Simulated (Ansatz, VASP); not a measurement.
**In in VASP and in Ansatz**

INCAR

```
SYSTEM = In
PREC = Accurate
ENCUT = 520
EDIFF = 1E-7
ISMEAR = 0
SIGMA = 0.15
LREAL = .False.
LASPH = .True.
NELM = 80
ALGO = Fast
ISIF = 2
LWAVE = .False.
LCHARG = .False.
GGA = PE
NBANDS = 12
```

File KPOINTS:

```
Automatic mesh
0
Gamma
  20 20 20
  0 0 0
```

Contents of POSCAR:

```
In
1.0
   -1.6464768750      1.6058231250      2.4739500000
    1.6464768750     -1.6058231250      2.4739500000
    1.6464768750      1.6058231250     -2.4739500000
In
1
Direct
    0.0000000000      0.0000000000      0.0000000000
```

Input for Ansatz:

```yaml
crystal:
  lattice:
    - [-1.646476875, 1.605823125, 2.47395]
    - [1.646476875, -1.605823125, 2.47395]
    - [1.646476875, 1.605823125, -2.47395]
  atoms:
    - { symbol: In, position: [0.0, 0.0, 0.0] }
basis:
  ecutwfc: 420
kpoints:
  mp_grid: { grid: [20, 20, 20] }
hamiltonian:
  xc: pbe
scf:
  occupations: { method: gaussian, width: 0.15 }
output:
  forces: true
  stress: true
  eigenvalues: true
  write_density: true
  write_potential: true
  elf: true
  volumetric_format: npy
```

Change from the starting cell: strain +0.0125 x Voigt [1, -1, 0, 0, 0, 0], atoms carried along.

Alike in both runs: task single point; functional PBE; k mesh 20 × 20 × 20; occupations gaussian, width 0.15 eV; no spin polarisation.

|  | VASP | Ansatz |
| --- | --- | --- |
| version | VASP 6.6.1 | Ansatz 0.2.0 |
| potentials or method | VASP PAW PBE potentials, release 64 (In_d), cutoff 520 eV | scalar-relativistic, plane waves, PAW |
| valence electrons in the cell | 13 | 13 |

```tsv
	VASP	Ansatz	Ansatz less VASP
gap on the k mesh at the Fermi level (eV)	none	none	-
pressure (GPa)	2.0	2.0	+0.05
traceless stress, the component that is largest in VASP (GPa)	0.36	0.35	-0.005
```

A gap of «none» marks a metal or a gap that the smearing closes.
